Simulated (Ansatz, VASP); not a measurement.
**Ta2N: VASP beside Ansatz**

```xyz
3
Lattice="2.9343 0.0000 0.0000 -1.4672 2.5412 0.0000 0.0000 0.0000 4.8842" Properties=species:S:1:pos:R:3 pbc="T T T"
Ta    1.4672    0.8471    3.6454
Ta    0.0000    1.6941    1.2388
N     0.0000    0.0000    0.0000
```

Alike in both runs: task single point; functional PBEsol; k mesh 18 × 18 × 10; occupations gaussian, width 0.15 eV; no spin polarisation.

|  | VASP | Ansatz |
| --- | --- | --- |
| version | VASP 6.6.1 | Ansatz 0.2.0 |
| potentials or method | VASP PAW PBE potentials, release 64 (Ta_pv, N), cutoff 520 eV | scalar-relativistic, plane waves, PAW |
| valence electrons in the cell | 27 | 31 |

|  | VASP | Ansatz | Ansatz less VASP |
| --- | --- | --- | --- |
| gap on the k mesh at the Fermi level (eV) | none | none | - |
| rms of the force components (eV/Å) | 0.605 | 0.571 | -0.0336 |

VASP's potentials were made for PBE, not for PBEsol, and Ansatz warns of the same on its side. Atom by atom the forces differ by 0.034 eV/Å (rms over components). A gap of «none» marks a metal or a gap that the smearing closes. The functional is the same, so the differences come from potentials, cutoffs and numerics. VASP's potentials hold 27 valence electrons a cell and Ansatz's 31, so a difference there can come from the potentials and not from the codes.

Neither program's run includes spin-orbit coupling.
